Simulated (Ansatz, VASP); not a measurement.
## Two plane-wave programs on Pt

```
Pt
1.0
     2.53981    0.00000    0.00000
    -1.26991    2.19954    0.00000
     0.00000    0.00000    4.79213
Pt
2
Cartesian
  1.2699 0.7332 3.5941
  0.0000 1.4664 1.1980
```

Change from the starting cell: strain -0.080 along x and y, +0.000 along z, atoms carried along.

Alike in both runs: task single point; functional r2SCAN; k mesh 18 × 18 × 10; occupations gaussian, width 0.15 eV; no spin polarisation.

|  | VASP | Ansatz |
| --- | --- | --- |
| version | VASP 6.6.1 | Ansatz 0.2.0 |
| potentials or method | VASP PAW PBE potentials, release 64 (Pt), cutoff 520 eV | scalar-relativistic, plane waves, PAW |
| valence electrons in the cell | 20 | 36 |

Ansatz gave:

```
gap on the k mesh at the Fermi level (eV)                     : none
pressure (GPa)                                                : 62.7
traceless stress, the component that is largest in VASP (GPa) : -33.83
```

Q: Estimate VASP's values.

A: gap on the k mesh at the Fermi level (eV): none; pressure (GPa): 64.7; traceless stress, the component that is largest in VASP (GPa): -34.50.

VASP's potentials were made for PBE, not for r2SCAN. A gap of «none» marks a metal or a gap that the smearing closes. Both programs put the cell under a high pressure, so it lies far from rest at this level. VASP's potentials hold 20 valence electrons a cell and Ansatz's 36, so a difference there can come from the potentials and not from the codes.

Spin-orbit coupling is off throughout. Noted on VASP's run: the cell as given lies far from equilibrium.
